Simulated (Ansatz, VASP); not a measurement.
## BeTe2 in VASP and in Ansatz

```
CELL_PARAMETERS angstrom
6.53333 0.00000 0.00000
0.00000 6.53333 0.00000
0.00000 0.00000 6.53333
ATOMIC_POSITIONS crystal
Be 0.00000 0.00000 0.00000
Be 0.50000 0.00000 0.50000
Be 0.50000 0.50000 0.00000
Be 0.00000 0.50000 0.50000
Te 0.87622 0.12378 0.62378
Te 0.12378 0.87622 0.37622
Te 0.12378 0.62378 0.87622
Te 0.87622 0.37622 0.12378
Te 0.62378 0.87622 0.12378
Te 0.37622 0.12378 0.87622
Te 0.62378 0.62378 0.62378
Te 0.37622 0.37622 0.37622
```

Alike in both runs: functional PBE; k mesh 6 × 6 × 6; occupations gaussian, width 0.1 eV; no spin polarisation.

Ansatz relaxed the structure, and its values are those at the end. VASP's run is a single point on that final structure, the one shown.

|  | VASP | Ansatz |
| --- | --- | --- |
| version | VASP 6.6.1 | Ansatz 0.2.0 |
| potentials or method | VASP PAW PBE potentials, release 64 (Be, Te), cutoff 520 eV | scalar-relativistic, plane waves, PAW |
| valence electrons in the cell | 56 | 136 |

VASP gave:

| Quantity | Value |
| --- | --- |
| gap on the k mesh at the Fermi level (eV) | none |
| pressure (GPa) | 0.0 |
| rms of the force components (eV/Å) | 0.005 |

Question: What did Ansatz give for the same quantities?

Answer: gap on the k mesh at the Fermi level (eV): none; pressure (GPa): 0.0; rms of the force components (eV/Å): 0.000.

A gap of «none» marks a metal or a gap that the smearing closes. VASP's potentials hold 56 valence electrons a cell and Ansatz's 136, so a difference there can come from the potentials and not from the codes.

Neither program's run includes spin-orbit coupling.
